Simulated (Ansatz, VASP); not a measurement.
**InAsS3 in VASP and in Ansatz**

File INCAR:

```
SYSTEM = InAsS3
ALGO = Normal ; EDIFF = 1E-6
ENCUT = 520 ; GGA = PE
ISIF = 2 ; ISMEAR = 0
LASPH = .TRUE. ; LCHARG = .TRUE.
LELF = .TRUE. ; LREAL = .FALSE.
LVHAR = .TRUE. ; LWAVE = .FALSE.
NBANDS = 26 ; NELM = 60
PREC = Accurate ; SIGMA = 0.1
```

KPOINTS

```
k-points
0
G
  6 6 6
  0 0 0
```

Contents of POSCAR:

```
InAsS3
1.0
   -2.3142014700      2.3142014700      5.3845044200
    2.3142014700     -2.3142014700      5.3845044200
    2.3142014700      2.3142014700     -5.3845044200
In As S
1 1 3
Direct
    0.0043806600      0.0043806600      0.0000000000
    0.6616827200      0.6616827200      0.0000000000
    0.4268558900      0.4268558900      0.0000000000
    0.2610403700      0.7610403700      0.5000000000
    0.7610403700      0.2610403700      0.5000000000
```

Input for Ansatz:

```yaml
crystal:
  lattice:
    - [-2.31420147, 2.31420147, 5.38450442]
    - [2.31420147, -2.31420147, 5.38450442]
    - [2.31420147, 2.31420147, -5.38450442]
  atoms:
    - { symbol: In, position: [0.00438066, 0.00438066, 0.0] }
    - { symbol: As, position: [0.66168272, 0.66168272, 0.0] }
    - { symbol: S, position: [0.42685589, 0.42685589, 0.0] }
    - { symbol: S, position: [0.26104037, 0.76104037, 0.5] }
    - { symbol: S, position: [0.76104037, 0.26104037, 0.5] }
basis:
  ecutwfc: 420
kpoints:
  mp_grid: { grid: [6, 6, 6] }
hamiltonian:
  xc: pbe
scf:
  occupations: { method: gaussian, width: 0.1 }
  lower_state_search: "off"
output:
  forces: true
  stress: true
  eigenvalues: true
```

Change from the starting cell: species swapped into the NdCoSi3 type (I4mm, No. 107).

Alike in both runs: task single point; functional PBE; k mesh 6 × 6 × 6; occupations gaussian, width 0.1 eV; no spin polarisation.

|  | VASP | Ansatz |
| --- | --- | --- |
| version | VASP 6.6.1 | Ansatz 0.2.0 |
| potentials or method | VASP PAW PBE potentials, release 64 (In_d, As, S), cutoff 520 eV | scalar-relativistic, plane waves, PAW |
| valence electrons in the cell | 36 | 46 |

```tsv
	VASP	Ansatz	Ansatz less VASP
gap on the k mesh at the Fermi level (eV)	none	none	-
pressure (GPa)	-2.4	-2.3	+0.06
traceless stress, the component that is largest in VASP (GPa)	-1.93	-1.91	+0.019
rms of the force components (eV/Å)	0.676	0.672	-0.0043
```

Atom by atom the forces differ by 0.004 eV/Å (rms over components). A gap of «none» marks a metal or a gap that the smearing closes. The functional is the same, so the differences come from potentials, cutoffs and numerics. VASP's potentials hold 36 valence electrons a cell and Ansatz's 46, so a difference there can come from the potentials and not from the codes.
